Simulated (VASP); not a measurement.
Wanted: the native input for a VASP 6.6.1 run.

```
Task                   : single point
Functional             : PBE
Potentials or basis    : VASP PAW PBE potentials, release 64 (Ag, Cl)
Cutoff                 : 520 eV
k mesh                 : 8 × 8 × 8
Occupations            : gaussian, width 0.02 eV
Spin                   : no spin polarisation
Dipole correction      : no
Further INCAR settings : ALGO = Normal; EDIFF = 1e-06; NBANDS = 16
```

The structure of AgCl lies in POSCAR:

```
AgCl
1.0
    0.0446477150      2.6351857875      2.6351857875
    2.7966940435     -0.1440651425      2.8238986450
    2.7966940435      2.8238986450     -0.1440651425
Ag Cl
1 1
Direct
    0.4938397725      0.5053808643      0.5053808643
    0.0061602275     -0.0053808643     -0.0053808643
```

This cell differs from its parent crystal: strained and its atoms moved.

These files were run (other wordings do the same):

INCAR

```
SYSTEM = AgCl
PREC = Accurate
ENCUT = 520
EDIFF = 1E-6
ISMEAR = 0
SIGMA = 0.02
LREAL = .FALSE.
LASPH = .TRUE.
NELM = 80
ALGO = Normal
ISIF = 2
LWAVE = .FALSE.
LCHARG = .TRUE.
GGA = PE
LELF = .TRUE.
LVHAR = .TRUE.
NBANDS = 16
```

KPOINTS

```
regular mesh
0
G
  8 8 8
  0 0 0
```

Potentials or basis: VASP PAW PBE potentials, release 64 (Ag, Cl).

The run is started by

```sh
$ cat potpaw_PBE.64/Ag/POTCAR potpaw_PBE.64/Cl/POTCAR > POTCAR
$ mpirun -np 1 vasp_std > vasp.out
```

Results of the run:

- Pressure: 0.5 GPa
- Largest force: 0.067 eV/Å
- Band gap on the k mesh: 0.83 eV, indirect (least direct gap 2.77 eV)

Caveat: the cell differs from its parent crystal (strained and its atoms moved).

It took 41 s on 1 thread of Intel(R) Xeon(R) 6975P-C (Granite Rapids), on a shared host, peak memory 0.23 GiB.
